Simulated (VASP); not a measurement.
# Li2S (Fm-3m) in VASP: notebook

Li2S is run at these levels: PBEsol; tasks: single point, relaxation of cell and atoms.

All numbers are computed with VASP 6.6.1; they aren't measurements. Logs are shortened: lines on timing, memory, paths and dates and some standing lists are left out, and cuts for length are marked.

### 1 The cell of the first run

It takes space group Fm-3m (No. 225, cubic). Conventional cell: a = 5.655 Å, b = 5.655 Å, c = 5.655 Å, α = 90.00°, β = 90.00°, γ = 90.00°. Within 3.2 Å of Li (site symmetry -43m) lie 4 S at 2.45 Å and 6 Li at 2.83 Å. S (site symmetry m-3m) has 8 Li at 2.45 Å within 3.2 Å.

### 2 Single point, PBEsol

Contents of INCAR:

```
PREC     = Accurate       # precision mode
ENCUT    = 750            # plane-wave cutoff, eV
EDIFF    = 1E-6           # SCF threshold, eV
ISMEAR   = 0              # smearing method
SIGMA    = 0.01           # smearing width, eV
LREAL    = F              # projectors in reciprocal space
LASPH    = T              # aspherical terms in the spheres
NELM     = 120            # most SCF steps
ALGO     = Normal         # electronic algorithm
ISIF     = 2              # what is computed and relaxed
LWAVE    = F              # write WAVECAR
LCHARG   = F              # write CHGCAR
GGA      = PS             # functional
NBANDS   = 13             # bands
GGA_COMPAT= F
```

Contents of KPOINTS:

```
Automatic mesh
0
Gamma
  8 8 8
```

Contents of POSCAR:

```
Li2S
1.0
    2.8273111141      2.8273111141      0.0000000000
   -2.8273111141      2.8273111141      0.0000000000
    0.0000000000      2.8273111141      2.8273111141
Li S
2 1
Direct
    0.2500000000      0.7500000000      0.5000000000
    0.7500000000      0.2500000000      0.5000000000
    0.0000000000      0.0000000000      0.0000000000
```

Potentials or basis: VASP PAW PBE potentials, release 64 (Li_sv, S).

Launch:

```
$ cat potpaw_PBE.64/Li_sv/POTCAR potpaw_PBE.64/S/POTCAR > POTCAR
$ mpirun -np 1 vasp_std > vasp.out
```

OUTCAR:

```text
PREC = Accurate
   ENCUT = 750
   EDIFF = 1E-6
   ISMEAR = 0
   LREAL = F
   LASPH = T
   NELM = 120
   ISIF = 2
   GGA = PS

 ion  position               nearest neighbor table
   1  0.250  0.750  0.500-   3 2.45   3 2.45   3 2.45   3 2.45
   2  0.750  0.250  0.500-   3 2.45   3 2.45   3 2.45   3 2.45
   3  0.000  0.000  0.000-   2 2.45   1 2.45   1 2.45   2 2.45   1 2.45   2 2.45   2 2.45   1 2.45

  LATTYP: Found a face centered cubic cell.
 ALAT       =     5.6546222282

  Lattice vectors:

 A1 = (   0.0000000000,   2.8273111141,   2.8273111141)
 A2 = (   2.8273111141,   0.0000000000,   2.8273111141)
 A3 = (   2.8273111141,   2.8273111141,   0.0000000000)

Analysis of symmetry for initial positions (statically):
=====================================================================
 Subroutine PRICEL returns:
 Original cell was already a primitive cell.

 Routine SETGRP: Setting up the symmetry group for a
 face centered cubic supercell.

 Subroutine GETGRP returns: Found 48 space group operations
 (whereof 48 operations were pure point group operations)
 out of a pool of 48 trial point group operations.

The static configuration has the point symmetry O_h .

Analysis of symmetry for dynamics (positions and initial velocities):
=====================================================================
 Subroutine PRICEL returns:
 Original cell was already a primitive cell.

 Routine SETGRP: Setting up the symmetry group for a
 face centered cubic supercell.

 Subroutine GETGRP returns: Found 48 space group operations
 (whereof 48 operations were pure point group operations)
 out of a pool of 48 trial point group operations.

The dynamic configuration has the point symmetry O_h .

 Subroutine INISYM returns: Found 48 space group operations
 (whereof 48 operations are pure point group operations),
 and found     1 'primitive' translations

----------------------------------------------------------------------------------------

                                     Primitive cell

  volume of cell :      45.2013

  direct lattice vectors                    reciprocal lattice vectors
     2.827311114  2.827311114  0.000000000     0.176846473  0.176846473 -0.176846473
    -2.827311114  2.827311114  0.000000000    -0.176846473  0.176846473 -0.176846473
     0.000000000  2.827311114  2.827311114     0.000000000  0.000000000  0.353692947

  length of vectors
     3.998421723  3.998421723  3.998421723     0.306307077  0.306307077  0.353692947

  position of ions in fractional coordinates (direct lattice)
     0.250000000  0.750000000  0.500000000
     0.750000000  0.250000000  0.500000000
     0.000000000  0.000000000  0.000000000

  ion indices of the primitive-cell ions
   primitive index   ion index
                 1           1
                 2           2
                 3           3

----------------------------------------------------------------------------------------

 KPOINTS: Automatic mesh

Automatic generation of k-mesh.
 Grid dimensions read from file:
 generate k-points for:    8    8    8

 Generating k-lattice:

  Cartesian coordinates                     Fractional coordinates (reciprocal lattice)
     0.022105809  0.022105809 -0.022105809     0.125000000  0.000000000  0.000000000
    -0.022105809  0.022105809 -0.022105809     0.000000000  0.125000000  0.000000000
     0.000000000  0.000000000  0.044211618     0.000000000  0.000000000  0.125000000

  Length of vectors
     0.038288385  0.038288385  0.044211618

  Shift w.r.t. Gamma in fractional coordinates (k-lattice)
     0.000000000  0.000000000  0.000000000

 Subroutine IBZKPT returns following result:
 ===========================================

 Found     29 irreducible k-points:

 Following reciprocal coordinates:
            Coordinates               Weight
  0.000000  0.000000  0.000000      1.000000
  0.125000  0.000000  0.000000      8.000000
  0.250000  0.000000  0.000000      8.000000
  0.375000  0.000000  0.000000      8.000000
  0.500000  0.000000  0.000000      4.000000
  0.125000  0.125000  0.000000     12.000000
[... 16 lines left out ...]
  0.375000  0.250000  0.125000     48.000000
  0.500000  0.250000  0.125000     24.000000
 [... further k-points ...]
   k-points           NKPTS =     29   k-points in BZ     NKDIM =     29   number of bands    NBANDS=     13
   number of dos      NEDOS =    301   number of ions     NIONS =      3
   total plane-waves  NPLWV =  46656
   dimension x,y,z NGX =    36 NGY =   36 NGZ =   36
   dimension x,y,z NGXF=    72 NGYF=   72 NGZF=   72
   ions per type =               2   1
   NGX,Y,Z   is equivalent  to a cutoff of  14.97, 14.97, 14.97 a.u.
   NGXF,Y,Z  is equivalent  to a cutoff of  29.94, 29.94, 29.94 a.u.
 SYSTEM =  unknown system
   PREC   = accura    normal or accurate (medium, high low for compatibility)
   ISTART =      0    job   : 0-new  1-cont  2-samecut
   ICHARG =      2    charge: 1-file 2-atom 10-const
   ISPIN  =      1    spin polarized calculation?
   LNONCOLLINEAR =      F non collinear calculations
   LSORBIT =      F    spin-orbit coupling
   LASPH  =      T    aspherical Exc in radial PAW
   ENCUT  =  750.0 eV  55.12 Ry    7.42 a.u.   8.93  8.93  8.93*2*pi/ulx,y,z
   NELM   =    120;   NELMIN=  2; NELMDL= -5     # of ELM steps
   EDIFF  = 0.1E-05   stopping-criterion for ELM
   LREAL  =      F    real-space projection
[... 7 lines left out ...]
   TEBEG  =    0.0;   TEEND  =   0.0 temperature during run
   PSTRESS=    0.0 pullay stress
   NELECT =      12.0000    total number of electrons
   NUPDOWN=      -1.0000    fix difference up-down
   EMIN   =  10.00;   EMAX   =-10.00  energy-range for DOS
   EFERMI =   0.00;   METHOD = LEGACY
   ISMEAR =     0;   SIGMA  =   0.01  broadening in eV -4-tet -1-fermi 0-gaus
   EFERMI_NEDOS =   21; number of points for ismear=-14 and -15
   IALGO  =     38    algorithm
   IMIX   =      4    mixing-type and parameters
     AMIX     =   0.40;   BMIX     =  1.00
     AMIX_MAG =   1.60;   BMIX_MAG =  1.00
  volume/ion in A,a.u.               =      15.07       101.68
  Fermi-wavevector in a.u.,A,eV,Ry     =   1.052168  1.988309 15.062424  1.107057
  Thomas-Fermi vector in A             =   2.187240
   LORBIT       =      0    0 simple, 1 ext, 2 COOP (PROOUT), +10 PAW based schemes
   GGA     = PS    functional components
   LHFCALC =     F    Hartree Fock is set to
   AEXX    =    0.0000 exact exchange contribution
   IVDW    =     0    specifies the selected vdW correction
   LEPSILON=     F    determine dielectric tensor
   LRPA    =     F    only Hartree local field effects (RPA)
 non-spin polarized calculation
 Gauss-broadening in eV      SIGMA  =   0.01
  energy-cutoff  :      750.00
  volume of cell :       45.20
 maximum number of plane-waves:      2148
   NGX = 17   NGY = 17   NGZ = 17

 number of electron      11.9999996 magnetization

 Free energy of the ion-electron system (eV)
  ---------------------------------------------------
  ext. energy  EPLUGINS =         0.00000000
  ---------------------------------------------------
  free energy    TOTEN  =       -12.37688618 eV

  energy without entropy =      -12.37688618  energy(sigma->0) =      -12.37688618

 E-fermi :   1.7338     XC(G=0):  -8.7271

 val. band max:        1.5543655241   @ k =   0.0000   0.0000   0.0000
 cond. band min:       4.7583441471   @ k =   0.5000   0.5000   0.0000
 fundamental gap:      3.2039786230
 Fermi energy:         1.7338368089

 k-point     1 :       0.0000    0.0000    0.0000
  band No.  band energies     occupation
      1     -41.8950      2.00000
      2     -41.8451      2.00000
      3      -9.5280      2.00000
      4       1.5544      2.00000
      5       1.5544      2.00000
      6       1.5544      2.00000
      7       5.7709      0.00000
      8       7.7130      0.00000
      9       7.7130      0.00000
     10       7.7130      0.00000
     11      12.7478      0.00000
     12      12.7478      0.00000
     13      13.9386      0.00000

 k-point     2 :       0.1250    0.0000    0.0000
  band No.  band energies     occupation
      1     -41.8930      2.00000
      2     -41.8468      2.00000
      3      -9.4685      2.00000
      4       0.9262      2.00000
      5       1.4617      2.00000
      6       1.4617      2.00000
      7       6.2120      0.00000
      8       7.9551      0.00000
      9       7.9551      0.00000
     10       8.0856      0.00000
     11      11.7412      0.00000
     12      11.7412      0.00000
     13      14.0946      0.00000

 k-point     3 :       0.2500    0.0000    0.0000
  band No.  band energies     occupation
      1     -41.8872      2.00000
      2     -41.8519      2.00000
      3      -9.3151      2.00000
      4      -0.2121      2.00000
      5       1.2621      2.00000
      6       1.2621      2.00000
      7       6.8896      0.00000
      8       8.2811      0.00000
      9       8.2811      0.00000
     10       8.9552      0.00000
     11      11.3723      0.00000
     12      11.3723      0.00000
     13      14.5712      0.00000
[... 305 lines left out ...]
 k-point    23 :       0.3750    0.2500    0.1250
  band No.  band energies     occupation
      1     -41.8766      2.00000
      2     -41.8613      2.00000
      3      -9.0599      2.00000
      4      -0.8980      2.00000
      5       0.2752      2.00000
      6       0.7590      2.00000
      7       7.1827      0.00000
      8       8.2980      0.00000
      9       9.5433      0.00000
     10       9.9818      0.00000
     11      11.5613      0.00000
     12      13.9920      0.00000
     13      15.4401      0.00000

 k-point    24 :       0.5000    0.2500    0.1250
  band No.  band energies     occupation
      1     -41.8689      2.00000
      2     -41.8688      2.00000
      3      -8.9985      2.00000
      4      -1.1408      2.00000
      5       0.2568      2.00000
      6       0.6038      2.00000
      7       7.3098      0.00000
      8       8.1693      0.00000
      9       9.9054      0.00000
     10      10.5566      0.00000
     11      11.9250      0.00000
     12      13.2454      0.00000
     13      15.0505      0.00000

 [... further k-points ...]

------------------------ aborting loop because EDIFF is reached ----------------------------------------

  FORCE on cell =-STRESS in cart. coord.  units (eV):
  Direction    XX          YY          ZZ          XY          YZ          ZX
  --------------------------------------------------------------------------------------
  -------------------------------------------------------------------------------------
  Total       -0.0126090     -0.0126090     -0.0126090      0.0000000      0.0000000      0.0000000
  in kB       -0.4469302     -0.4469302     -0.4469302      0.0000000      0.0000000      0.0000000
  external PRESSURE =      -0.4469302 kB  Pullay stress =       0.0000000 kB

 VOLUME and BASIS-vectors are now :
 -----------------------------------------------------------------------------
  energy-cutoff  :      750.00
  volume of cell :       45.20
      direct lattice vectors                 reciprocal lattice vectors
     2.827311114  2.827311114  0.000000000     0.176846473  0.176846473 -0.176846473
    -2.827311114  2.827311114  0.000000000    -0.176846473  0.176846473 -0.176846473
     0.000000000  2.827311114  2.827311114     0.000000000  0.000000000  0.353692947

 POSITION                                       TOTAL-FORCE (eV/Angst)
 -----------------------------------------------------------------------------------
     -1.41366      4.24097      1.41366         0.000000     -0.000000      0.000000
      1.41366      4.24097      1.41366        -0.000000      0.000000     -0.000000
      0.00000      0.00000      0.00000         0.000000      0.000000      0.000000
 -----------------------------------------------------------------------------------
    total drift:                                0.000000      0.000000      0.000000

  FREE ENERGIE OF THE ION-ELECTRON SYSTEM (eV)
  ---------------------------------------------------
  free  energy   TOTEN  =       -12.3768861798 eV

  energy  without entropy=      -12.3768861798  energy(sigma->0) =      -12.37688618
```

It took 11 s on 1 thread of Intel Xeon 6975P-C (Granite Rapids), shared host; peak memory 0.2 GiB.

Results:

| Property | Result |
| --- | --- |
| Free energy | -12.3769 eV |
| Pressure | 0.0 GPa |
| Band gap on the k mesh | 3.20 eV, indirect (least direct gap 4.22 eV) |

Caveat: the PAW data sets were made with another functional, which shifts forces and pressure a little.

### 3 Single point, PBEsol

Contents of INCAR:

```
SYSTEM = Li2S
PREC = Accurate
ENCUT = 750
EDIFF = 1E-6
ISMEAR = -1
SIGMA = 0.08
LREAL = .FALSE.
LASPH = .TRUE.
NELM = 120
ALGO = Normal
ISIF = 2
LWAVE = .FALSE.
LCHARG = .FALSE.
GGA = PS
NBANDS = 13
GGA_COMPAT = .FALSE.
```

Contents of KPOINTS:

```
regular mesh
0
G
  12 12 12
  0 0 0
```

POSCAR is that of step 2.

Potentials or basis: VASP PAW PBE potentials, release 64 (Li_sv, S).

Launch:

```
$ cat potpaw_PBE.64/Li_sv/POTCAR potpaw_PBE.64/S/POTCAR > POTCAR
$ mpirun -np 1 vasp_std > vasp.out
```

It took 29 s on 1 thread of Intel Xeon 6975P-C (Granite Rapids), shared host; peak memory 0.23 GiB.

It converged, with:

```
Free energy            : -12.3769 eV
Pressure               : 0.0 GPa
Band gap on the k mesh : 3.20 eV, indirect (least direct gap 4.22 eV)
```

Levels at points of the mesh, in eV from the valence-band top:
```
           k point  band 4  band 5  band 6  band 7  band 8  band 9
(0.00, 0.00, 0.00)    0.00    0.00    0.00    4.22    6.16    6.16
(0.50, 0.00, 0.00)   -3.00   -0.53   -0.53    6.11    6.49    6.49
(0.50, 0.50, 0.00)   -2.24   -1.49   -1.49    3.20    7.08   11.13
```

Caveat: the PAW data sets were made with another functional, which shifts forces and pressure a little. A k mesh can miss the band edges.

### 4 Relaxation of cell and atoms, PBEsol

This run uses another cell than the first one, of 15.34 Å³/atom, 1.018 times its volume.

Contents of INCAR:

```
  ALGO = Normal
  EDIFF = 1E-7
  EDIFFG = -0.002
  ENCUT = 750
  GGA = PS
  GGA_COMPAT = False
  IBRION = 2
  ISIF = 3
  ISMEAR = -1
  LASPH = True
  LCHARG = False
  LREAL = False
  LWAVE = False
  NELM = 120
  NELMIN = 4
  NSW = 100
  PREC = Accurate
  SIGMA = 0.08
```

Contents of KPOINTS:

```
k-points
0
Gamma
  12 12 12
```

Contents of POSCAR:

```
Li2S
1.0
    2.8445000000      2.8445000000      0.0000000000
   -2.8445000000      2.8445000000      0.0000000000
    0.0000000000      2.8445000000      2.8445000000
Li S
2 1
Direct
    0.2500000000      0.7500000000      0.5000000000
    0.7500000000      0.2500000000      0.5000000000
    0.0000000000      0.0000000000      0.0000000000
```

Launch:

```
$ cat potpaw_PBE.64/Li_sv/POTCAR potpaw_PBE.64/S/POTCAR > POTCAR
$ mpirun -np 1 vasp_std > vasp.out
```

It took 48 s on 1 thread of Intel Xeon 6975P-C (Granite Rapids), shared host; peak memory 0.23 GiB.

It converged, with:

| Quantity | Value |
| --- | --- |
| Free energy | -12.3774 eV |
| Relaxed volume | 15.07 Å³/atom |
| Relaxed cell | a = 3.998 Å, b = 3.998 Å, c = 3.998 Å, α = 60.00°, β = 60.00°, γ = 90.00° |
| Space group after relaxing (to 0.05 Å) | Fm-3m (No. 225) |
| Energy gained by relaxing | 0.7 meV/atom |
| Ionic steps | 3 |
| Pressure after relaxing | 0.0 GPa |
| Band gap on the k mesh | 3.20 eV, indirect (least direct gap 4.22 eV) |

Step by step:
```
step  energy change (eV)  largest force (eV/Å)  pressure (GPa)  volume (Å³)
   1              0.0000                0.0000           -0.76        46.03
   2             -0.0016                0.0000           -0.33        45.55
   3             -0.0020                0.0000           -0.01        45.20
```

Final structure:
```yaml
crystal:
  lattice:
    - [2.82731, 2.82731, 0.00000]
    - [-2.82731, 2.82731, 0.00000]
    - [0.00000, 2.82731, 2.82731]
  atoms:
    - { symbol: Li, position: [0.25000, 0.75000, 0.50000] }
    - { symbol: Li, position: [0.75000, 0.25000, 0.50000] }
    - { symbol: S, position: [0.00000, 0.00000, 0.00000] }
```

Levels at points of the mesh, in eV from the valence-band top:
| k point | band 3 | band 4 | band 5 | band 6 | band 7 | band 8 | band 9 | band 10 |
| --- | --- | --- | --- | --- | --- | --- | --- | --- |
| (0.00, 0.00, 0.00) | -11.08 | 0.00 | 0.00 | 0.00 | 4.22 | 6.16 | 6.16 | 6.16 |
| (0.50, 0.00, 0.00) | -10.62 | -3.00 | -0.53 | -0.53 | 6.11 | 6.49 | 6.49 | 8.35 |
| (0.50, 0.50, 0.00) | -10.49 | -2.25 | -1.49 | -1.49 | 3.20 | 7.08 | 11.13 | 11.13 |

Caveat: the PAW data sets were made with another functional, which shifts forces and pressure a little. A k mesh can miss the band edges.

### 5 Summary

| task | cell | k mesh | smearing | gap on the mesh (eV) | pressure (GPa) |
| --- | --- | --- | --- | --- | --- |
| single point | a = 3.998 Å, angles 60.0, 60.0, 90.0°, 3 atoms | 8 × 8 × 8 | gaussian 0.01 eV | 3.20 | 0.0 |
| single point | a = 3.998 Å, angles 60.0, 60.0, 90.0°, 3 atoms | 12 × 12 × 12 | fermi-dirac 0.08 eV | 3.20 | 0.0 |
| relaxation of cell and atoms | relaxed from a = 4.023 Å, angles 60.0, 60.0, 90.0°, 3 atoms | 12 × 12 × 12 | fermi-dirac 0.08 eV | 3.20 | 0.0 |

Alike in all rows: level PBEsol; potentials or basis VASP PAW PBE potentials, release 64 (Li_sv, S); no spin polarisation; cutoff (eV) 750.

Caveats: the PAW data sets were made with another functional, which shifts forces and pressure a little.

Total energies depend on the potentials used, so only differences within one code and one set of settings carry meaning.
